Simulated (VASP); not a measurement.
A run of VASP 6.6.1:

INCAR

```
ALGO     = Normal         # electronic algorithm
EDIFF    = 1E-7           # SCF threshold, eV
ENCUT    = 520            # plane-wave cutoff, eV
GGA      = PS             # functional
ISIF     = 2              # what is computed and relaxed
ISMEAR   = -1             # smearing method
LASPH    = True           # aspherical terms in the spheres
LCHARG   = False          # write CHGCAR
LREAL    = False          # projectors in reciprocal space
LWAVE    = False          # write WAVECAR
NBANDS   = 19             # bands
NELM     = 100            # most SCF steps
PREC     = Accurate       # precision mode
SIGMA    = 0.05           # smearing width, eV
```

The input KPOINTS:

```
k-points
0
Gamma
  10 10 6
```

File POSCAR:

```
Ti
1.0
    2.9042995423      0.0000000000      0.0000000000
   -1.4521497711      2.5151971838      0.0000000000
    0.0000000000      0.0000000000      4.5796130854
Ti
2
Direct
    0.6666666667      0.3333333333      0.7500000000
    0.3333333333      0.6666666667      0.2500000000
```

Potentials or basis: VASP PAW PBE potentials, release 64 (Ti_sv).

The run is started by

```bash
$ cat potpaw_PBE.64/Ti_sv/POTCAR > POTCAR
$ mpirun -np 1 vasp_std > vasp.out
```

Hardware: 1 thread of Intel Xeon 6975P-C, on a shared host.

Q: How long does it take, and how much memory?

A: Run time: 20 s on 1 thread of Intel Xeon 6975P-C, on a shared host, peak memory 0.17 GiB. Counts: scf iterations 15, k points 56.
